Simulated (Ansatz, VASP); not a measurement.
RbBr: VASP beside Ansatz

```xyz
2
Lattice="0.0000 3.1533 3.1533 3.1533 0.0000 3.1533 3.1533 3.1533 0.0000" Properties=species:S:1:pos:R:3 pbc="T T T"
Rb    0.0000    0.0000    0.0000
Br    3.1533    3.1533    3.1533
```

Change from the starting cell: strain -0.080 along x and y, -0.080 along z, atoms carried along.

Alike in both runs: task single point; functional LDA; k mesh 6 × 6 × 6; occupations gaussian, width 0.05 eV; no spin polarisation.

|  | VASP | Ansatz |
| --- | --- | --- |
| version | VASP 6.6.1 | Ansatz 0.2.0 |
| potentials or method | VASP PAW LDA potentials, release 64 (Rb_sv, Br), cutoff 520 eV | scalar-relativistic, plane waves, PAW |
| valence electrons in the cell | 16 | 16 |

Ansatz gave:

* gap on the k mesh at the Fermi level (eV): 4.66
* least direct gap on the mesh (eV): 4.66
* pressure (GPa): 4.7

**Question.** Which values does VASP return?

**Answer.** gap on the k mesh at the Fermi level (eV): 4.67; least direct gap on the mesh (eV): 4.67; pressure (GPa): 4.9.

LDA's correlation is that of Perdew and Zunger in VASP and of Perdew and Wang (1992) in Ansatz.
